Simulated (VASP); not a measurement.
# Ti (P6_3/mmc) in VASP: a series of runs, part 2 of 2

VASP 6.6.1. Earlier steps stand in the parts before.

**3. Single point, r2SCAN**

This run uses another cell than the first one, of 17.34 Å³/atom.

POSCAR reads:

```
Ti
1.0
    2.9364061084      0.0000000000      0.0000000000
   -1.4682030542      2.5430022857      0.0000000000
    0.0000000000      0.0000000000      4.6438230415
Ti
2
Direct
    0.3333333333      0.6666666667      0.7500000000
    0.6666666667      0.3333333333      0.2500000000
```

INCAR.step1 reads:

```
SYSTEM = Ti
PREC     = Accurate       ! precision mode
ENCUT    = 520            ! plane-wave cutoff, eV
ISMEAR   = 0              ! smearing method
SIGMA    = 0.05           ! smearing width, eV
LREAL    = .FALSE.        ! projectors in reciprocal space
LASPH    = .TRUE.         ! aspherical terms in the spheres
NELM     = 100            ! most SCF steps
NBANDS   = 19             ! bands
GGA      = PE             ! functional
ALGO     = Normal         ! electronic algorithm
EDIFF    = 1E-4           ! SCF threshold, eV
LWAVE    = .TRUE.         ! write WAVECAR
LCHARG   = .FALSE.        ! write CHGCAR
```

INCAR.step2 reads:

```
SYSTEM = Ti
PREC     = Accurate       ! precision mode
ENCUT    = 520            ! plane-wave cutoff, eV
EDIFF    = 1E-6           ! SCF threshold, eV
ISMEAR   = 0              ! smearing method
SIGMA    = 0.05           ! smearing width, eV
LREAL    = .FALSE.        ! projectors in reciprocal space
LASPH    = .TRUE.         ! aspherical terms in the spheres
NELM     = 100            ! most SCF steps
ALGO     = Normal         ! electronic algorithm
ISIF     = 2              ! what is computed and relaxed
LWAVE    = .FALSE.        ! write WAVECAR
LCHARG   = .FALSE.        ! write CHGCAR
METAGGA  = R2SCAN         ! meta-GGA
LMIXTAU  = .TRUE.       
NBANDS   = 19             ! bands
ISTART   = 1
```

KPOINTS reads:

```
Automatic mesh
0
G
  16 16 10
  0 0 0
```

Potentials or basis: VASP PAW PBE potentials, release 64 (Ti_sv).

Command:

```console
> cat potpaw_PBE.64/Ti_sv/POTCAR > POTCAR
> cp INCAR.step1 INCAR
> mpirun -np 1 vasp_std > vasp.out
> cp INCAR.step2 INCAR
> mpirun -np 1 vasp_std > vasp.out
```

OUTCAR:

```text
SYSTEM = Ti
   PREC = Accurate
   ENCUT = 520
   EDIFF = 1E-6
   ISMEAR = 0
   LREAL = .FALSE.
   LASPH = .TRUE.
   NELM = 100
   ISIF = 2
   METAGGA = R2SCAN
   ISTART = 1

 ion  position               nearest neighbor table
   1  0.333  0.667  0.750-   2 2.87   2 2.87   2 2.87   2 2.87   2 2.87   2 2.87
   2  0.667  0.333  0.250-   1 2.87   1 2.87   1 2.87   1 2.87   1 2.87   1 2.87

  LATTYP: Found a hexagonal cell.
 ALAT       =     2.9364061084
 C/A-ratio  =     1.5814648485

  Lattice vectors:

 A1 = (   2.9364061084,   0.0000000000,   0.0000000000)
[... 194 lines left out ...]
      6     -25.6452      2.00000
[... 505 lines left out ...]
      6     -25.8624      2.00000
[... 11 lines left out ...]
     18      12.0577      0.00000
     19      12.2944      0.00000

 [... further k-points ...]
[... 5 lines left out ...]
  --------------------------------------------------------------------------------------
  -------------------------------------------------------------------------------------
  Total        0.0402460      0.0402460      0.0560830      0.0000000      0.0000000      0.0000000
  in kB        1.8594930      1.8594930      2.5912119      0.0000000      0.0000000      0.0000000
  external PRESSURE =       2.1033993 kB  Pullay stress =       0.0000000 kB

 VOLUME and BASIS-vectors are now :
 -----------------------------------------------------------------------------
  energy-cutoff  :      520.00
  volume of cell :       34.68
      direct lattice vectors                 reciprocal lattice vectors
     2.936406108  0.000000000  0.000000000     0.340552350  0.196617991  0.000000000
    -1.468203054  2.543002286  0.000000000     0.000000000  0.393235982  0.000000000
     0.000000000  0.000000000  4.643823042     0.000000000  0.000000000  0.215339816

 POSITION                                       TOTAL-FORCE (eV/Angst)
 -----------------------------------------------------------------------------------
     -0.00000      1.69533      3.48287        -0.000000      0.000000      0.000000
      1.46820      0.84767      1.16096         0.000000     -0.000000      0.000000
 -----------------------------------------------------------------------------------
    total drift:                               -0.000000      0.000000     -0.000000

  FREE ENERGIE OF THE ION-ELECTRON SYSTEM (eV)
  ---------------------------------------------------
  free  energy   TOTEN  =       -25.9022781680 eV

  energy  without entropy=      -25.8999764910  energy(sigma->0) =      -25.90112733
```

OUTCAR.step1:

```text
SYSTEM = Ti
   PREC = Accurate
   ENCUT = 520
   ISMEAR = 0
   LREAL = .FALSE.
   LASPH = .TRUE.
[... 753 lines left out ...]
     -0.00000      1.69533      3.48287         0.000000     -0.000000      0.000000
      1.46820      0.84767      1.16096        -0.000000      0.000000      0.000000
 -----------------------------------------------------------------------------------
    total drift:                               -0.000000      0.000000     -0.000000

  FREE ENERGIE OF THE ION-ELECTRON SYSTEM (eV)
  ---------------------------------------------------
  free  energy   TOTEN  =       -15.6729996386 eV

  energy  without entropy=      -15.6701340423  energy(sigma->0) =      -15.67156684
```

Wall time 5.5 min (1 thread of AMD EPYC 9R45 (Zen 5), shared host); peak memory 0.2 GiB.

Results:

| Quantity | Value |
| --- | --- |
| Free energy | -25.9023 eV |
| Pressure | 0.2 GPa |
| Band gap on the k mesh | zero (bands 12 and 13 overlap by 1.22 eV) |

Caveat: the PAW data sets were made with another functional, which shifts forces and pressure a little.

**4. Single point, r2SCAN (17.31 Å³/atom)**

This run uses another cell than the first one, of 17.31 Å³/atom.

POSCAR reads:

```
Ti
1.0
    2.9349940132      0.0000000000      0.0000000000
   -1.4674970066      2.5417793753      0.0000000000
    0.0000000000      0.0000000000      4.6415898625
Ti
2
Direct
    0.3333333333      0.6666666667      0.7500000000
    0.6666666667      0.3333333333      0.2500000000
```

INCAR.step1 reads:

```
PREC     = Accurate       # precision mode
ENCUT    = 520            # plane-wave cutoff, eV
ISMEAR   = 0              # smearing method
SIGMA    = 0.05           # smearing width, eV
LREAL    = F              # projectors in reciprocal space
LASPH    = T              # aspherical terms in the spheres
NELM     = 100            # most SCF steps
NBANDS   = 19             # bands
GGA      = PE             # functional
ALGO     = Normal         # electronic algorithm
EDIFF    = 1E-4           # SCF threshold, eV
LWAVE    = T              # write WAVECAR
LCHARG   = F              # write CHGCAR
```

INCAR.step2 reads:

```
PREC     = Accurate       # precision mode
ENCUT    = 520            # plane-wave cutoff, eV
EDIFF    = 1E-7           # SCF threshold, eV
ISMEAR   = 0              # smearing method
SIGMA    = 0.05           # smearing width, eV
LREAL    = F              # projectors in reciprocal space
LASPH    = T              # aspherical terms in the spheres
NELM     = 100            # most SCF steps
ALGO     = Normal         # electronic algorithm
ISIF     = 2              # what is computed and relaxed
LWAVE    = F              # write WAVECAR
LCHARG   = F              # write CHGCAR
METAGGA  = R2SCAN         # meta-GGA
LMIXTAU  = T            
NBANDS   = 19             # bands
ISTART   = 1
```

KPOINTS reads:

```
regular mesh
0
Gamma
  16 16 10
```

Command:

```console
> cat potpaw_PBE.64/Ti_sv/POTCAR > POTCAR
> cp INCAR.step1 INCAR
> mpirun -np 1 vasp_std > vasp.out
> cp INCAR.step2 INCAR
> mpirun -np 1 vasp_std > vasp.out
```

Wall time 6 min (1 thread of AMD EPYC 9R45 (Zen 5), shared host); peak memory 0.2 GiB.

Results (log left out):

```
Free energy            : -25.9022 eV
Pressure               : 0.4 GPa
Band gap on the k mesh : zero (bands 12 and 13 overlap by 1.22 eV)
```

Levels at points of the mesh, in eV from the Fermi level:
```tsv
k point	band 9	band 10	band 11	band 12	band 13	band 14	band 15	band 16
(0.00, 0.00, 0.00)	-6.63	-2.87	0.58	0.86	0.86	0.98	1.40	1.40
(0.50, 0.00, 0.00)	-2.53	-2.30	-1.95	-0.85	0.60	0.70	1.27	3.54
(0.00, 0.00, 0.50)	-4.68	-4.68	0.07	0.07	0.77	0.77	0.77	0.77
(0.50, 0.00, 0.50)	-2.69	-2.69	-0.88	-0.88	1.25	1.25	1.91	1.91
```

Caveat: the PAW data sets were made with another functional, which shifts forces and pressure a little.

**5. Summary**

```csv
cell,gap on the mesh (eV),pressure (GPa)
"a = 2.932, b = 2.932, c = 4.638 Å, angles 90.0, 90.0, 120.0°, 2 atoms",none,0.7
"a = 2.936, b = 2.936, c = 4.644 Å, angles 90.0, 90.0, 120.0°, 2 atoms",none,0.2
"a = 2.935, b = 2.935, c = 4.642 Å, angles 90.0, 90.0, 120.0°, 2 atoms",none,0.4
```

Alike in all rows: task single point; level r2SCAN; potentials or basis VASP PAW PBE potentials, release 64 (Ti_sv); no spin polarisation; k mesh 16 × 16 × 10; cutoff (eV) 520; smearing gaussian 0.05 eV.

Caveats: the PAW data sets were made with another functional, which shifts forces and pressure a little.

Absolute energies hang on the potentials; compare differences alone.
